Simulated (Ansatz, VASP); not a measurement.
# Ge4P in VASP and in Ansatz

```xyz
10
Lattice="3.9263 -3.5593 0.0000 3.9263 3.5593 0.0000 0.0000 0.0000 7.0905" Properties=species:S:1:pos:R:3 pbc="T T T"
Ge    5.3347    0.0000    0.0000
Ge    1.4084    0.0000    3.5453
Ge    2.5178    0.0000    0.0000
Ge    6.4441    0.0000    3.5453
Ge    3.9263    1.7792    5.3183
Ge    3.9263   -1.7792    1.7722
Ge    3.9263   -1.7801    5.3174
Ge    3.9263    1.7801    1.7731
P     0.0000    0.0000    0.0000
P     3.9263    0.0000    3.5453
```

Alike in both runs: functional PBE; k mesh 4 × 4 × 4; occupations gaussian, width 0.1 eV; no spin polarisation.

Ansatz relaxed the structure, and its values are those at the end. VASP's run is a single point on that final structure, the one shown.

|  | VASP | Ansatz |
| --- | --- | --- |
| version | VASP 6.6.1 | Ansatz 0.2.0 |
| potentials or method | VASP PAW PBE potentials, release 64 (Ge_d, P), cutoff 520 eV | scalar-relativistic, plane waves, PAW |
| valence electrons in the cell | 122 | 122 |

VASP gave:

```
gap on the k mesh at the Fermi level (eV) : none
pressure (GPa)                            : -0.2
rms of the force components (eV/Å)        : 0.010
```

Question: What did Ansatz give for the same quantities?

Answer: gap on the k mesh at the Fermi level (eV): none; pressure (GPa): -0.1; rms of the force components (eV/Å): 0.008.

A gap of «none» marks a metal or a gap that the smearing closes. With one functional, cell and mesh, what is left measures potentials, basis and numerics.
